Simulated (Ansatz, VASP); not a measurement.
# Two plane-wave programs on Tl

File POSCAR:

```
Tl
1.0
   -1.8439500000      1.8439500000      2.0380500000
    1.8439500000     -1.8439500000      2.0380500000
    1.8439500000      1.8439500000     -2.0380500000
Tl
1
Direct
    0.0000000000      0.0000000000      0.0000000000
```

INCAR.step1

```
SYSTEM = Tl
  ALGO = Normal
  EDIFF = 1E-4
  ENCUT = 520
  GGA = PE
  ISMEAR = 0
  LASPH = .TRUE.
  LCHARG = .FALSE.
  LREAL = .FALSE.
  LWAVE = .TRUE.
  NBANDS = 12
  NELM = 60
  PREC = Accurate
  SIGMA = 0.15
```

File INCAR.step2:

```
SYSTEM = Tl
  ALGO = Normal
  EDIFF = 1E-6
  ENCUT = 520
  ISIF = 2
  ISMEAR = 0
  ISTART = 1
  LASPH = .TRUE.
  LCHARG = .TRUE.
  LELF = .TRUE.
  LMIXTAU = .TRUE.
  LREAL = .FALSE.
  LVHAR = .TRUE.
  LWAVE = .FALSE.
  METAGGA = R2SCAN
  NBANDS = 12
  NELM = 60
  PREC = Accurate
  SIGMA = 0.15
```

The input KPOINTS:

```
k-points
0
G
  18 18 18
  0 0 0
```

Input for Ansatz:

```yaml
crystal:
  lattice:
    - [-1.84395, 1.84395, 2.03805]
    - [1.84395, -1.84395, 2.03805]
    - [1.84395, 1.84395, -2.03805]
  atoms:
    - { symbol: Tl, position: [0.0, 0.0, 0.0] }
basis:
  ecutwfc: 500
kpoints:
  mp_grid: { grid: [18, 18, 18] }
hamiltonian:
  xc: r2scan
scf:
  occupations: { method: gaussian, width: 0.15 }
output:
  forces: true
  stress: true
  eigenvalues: true
```

Change from the starting cell: strain -0.050 along x and y, +0.050 along z, atoms carried along.

Alike in both runs: task single point; functional r2SCAN; k mesh 18 × 18 × 18; occupations gaussian, width 0.15 eV; no spin polarisation.

|  | VASP | Ansatz |
| --- | --- | --- |
| version | VASP 6.6.1 | Ansatz 0.2.0 |
| potentials or method | VASP PAW PBE potentials, release 64 (Tl_d), cutoff 520 eV | scalar-relativistic, plane waves, PAW |
| valence electrons in the cell | 13 | 13 |

```csv
,VASP,Ansatz,Ansatz less VASP
gap on the k mesh at the Fermi level (eV),none,none,-
pressure (GPa),3.2,3.2,+0.03
"traceless stress, the component that is largest in VASP (GPa)",-0.54,-0.54,+0.002
```

VASP's potentials were made for PBE, not for r2SCAN. A gap of «none» marks a metal or a gap that the smearing closes.

Spin-orbit coupling is off throughout.
